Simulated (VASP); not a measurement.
Wanted: the native input for a VASP 6.6.1 run.

```
Task                   : electric field gradients
Functional             : PBE
Potentials or basis    : VASP PAW PBE potentials, release 64 (La, B, Rh_pv)
Cutoff                 : 520 eV
k mesh                 : 6 × 6 × 4
Occupations            : fermi-dirac, width 0.05 eV
Spin                   : no spin polarisation
Dipole correction      : no
Further INCAR settings : LREAL = Auto; ALGO = Normal; EDIFF = 1e-08; NBANDS = 102
```

The structure of La2B6Rh9 lies in POSCAR:

```
La2B6Rh9
1.0
    5.6573306249      0.0000000000      0.0000000000
   -2.8286653125      4.8993920388      0.0000000000
    0.0000000000      0.0000000000      8.5167369000
La B Rh
2 6 9
Direct
    0.0000000000      0.0000000000      0.7135753700
    0.0000000000      0.0000000000      0.2864246300
    0.6666666667      0.3333333333      0.0000000000
    0.3333333333      0.6666666667      0.0000000000
    0.6666666667      0.3333333333      0.6660175200
    0.3333333333      0.6666666667      0.6660175200
    0.3333333333      0.6666666667      0.3339824800
    0.6666666667      0.3333333333      0.3339824800
    0.5000000000      0.5000000000      0.8368924500
    0.5000000000      0.0000000000      0.8368924500
    0.0000000000      0.5000000000      0.8368924500
    0.5000000000      0.5000000000      0.1631075500
    0.5000000000      0.0000000000      0.1631075500
    0.0000000000      0.5000000000      0.1631075500
    0.5000000000      0.5000000000      0.5000000000
    0.5000000000      0.0000000000      0.5000000000
    0.0000000000      0.5000000000      0.5000000000
```

The input as run:

INCAR

```
ALGO = Normal
EDIFF = 1E-8
ENCUT = 520
GGA = PE
ISIF = 2
ISMEAR = -1
LASPH = T
LCHARG = F
LEFG = T
LREAL = Auto
LWAVE = F
NBANDS = 102
NELM = 100
PREC = Accurate
SIGMA = 0.05
```

KPOINTS

```
k-points
0
Gamma
  6 6 4
```

Potentials or basis: VASP PAW PBE potentials, release 64 (La, B, Rh_pv).

The run is started by

```console
$ cat potpaw_PBE.64/La/POTCAR potpaw_PBE.64/B/POTCAR potpaw_PBE.64/Rh_pv/POTCAR > POTCAR
$ mpirun -np 1 vasp_std > vasp.out
```

Results of the run:

```
Pressure                                : 2.6 GPa
Largest force                           : 0.040 eV/Å
Band gap on the k mesh                  : zero (an odd number of electrons rules out a gap without spin polarisation)
Largest electric field gradient by atom : La +192.3; B +0.7, +1.6 (each value once); Rh +80.5, +80.6, +46.5, +46.6 (each value once) V/Å²
```

Caveat: without QUAD_EFG the Cq values of the log hold for a quadrupole moment of 1 mb, not for the nuclei; spin-orbit coupling is left out, which moves the levels of the heavy elements.

It took 49 min on 1 thread of Intel(R) Xeon(R) Platinum 8375C CPU @ 2.90GHz (Ice Lake) (shared host), peak memory 0.53 GiB.
